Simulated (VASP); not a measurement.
Crystal: MnS.

```
CELL_PARAMETERS angstrom
0.00000 2.60450 2.60450
2.60450 0.00000 2.60450
2.60450 2.60450 0.00000
ATOMIC_POSITIONS crystal
Mn 0.00000 0.00000 0.00000
S 0.50000 0.50000 0.50000
```

* Program: VASP 6.6.1
* Task: relaxation of cell and atoms
* Functional: LDA
* Potentials or basis: VASP PAW LDA potentials, release 64 (Mn_pv, S)
* Cutoff: 600 eV
* k mesh: 9 × 9 × 9
* Occupations: fermi-dirac, width 0.05 eV
* Spin: collinear spin, ferromagnetic start
* Starting moments: [4.0, 0.0] μB

At the start: pressure -12.4 GPa; volume 17.67 Å³/atom.

Where does the relaxation end?

Over 6 steps the energy falls by 201.0 meV/atom and the volume is 13.71 Å³/atom (-22.4 %); space group Fm-3m (No. 225, to 0.1 Å) before and after; moment 3.51 μB per cell.

The path:
| step | energy change (eV) | largest force (eV/Å) | pressure (GPa) | volume (Å³) |
| --- | --- | --- | --- | --- |
| 1 | 0.0000 | 0.0000 | -12.44 | 35.33 |
| 2 | -0.3848 | 0.0000 | -3.47 | 28.77 |
| 3 | -0.4005 | 0.0000 | -1.36 | 27.81 |
| 4 | -0.3834 | 0.0000 | 3.02 | 25.93 |
| 5 | -0.4015 | 0.0000 | 0.83 | 27.18 |
| 6 | -0.4021 | 0.0000 | 0.05 | 27.42 |

Final structure:
```
CELL_PARAMETERS angstrom
0.00000 2.39326 2.39326
2.39326 0.00000 2.39326
2.39326 2.39326 0.00000
ATOMIC_POSITIONS crystal
Mn 0.00000 0.00000 0.00000
S 0.50000 0.50000 0.50000
```

Caveat: the volume moved by over 15 % at a fixed basis, so the end points are rough; a cell with one magnetic atom can't hold antiferromagnetic order, which such compounds often take.
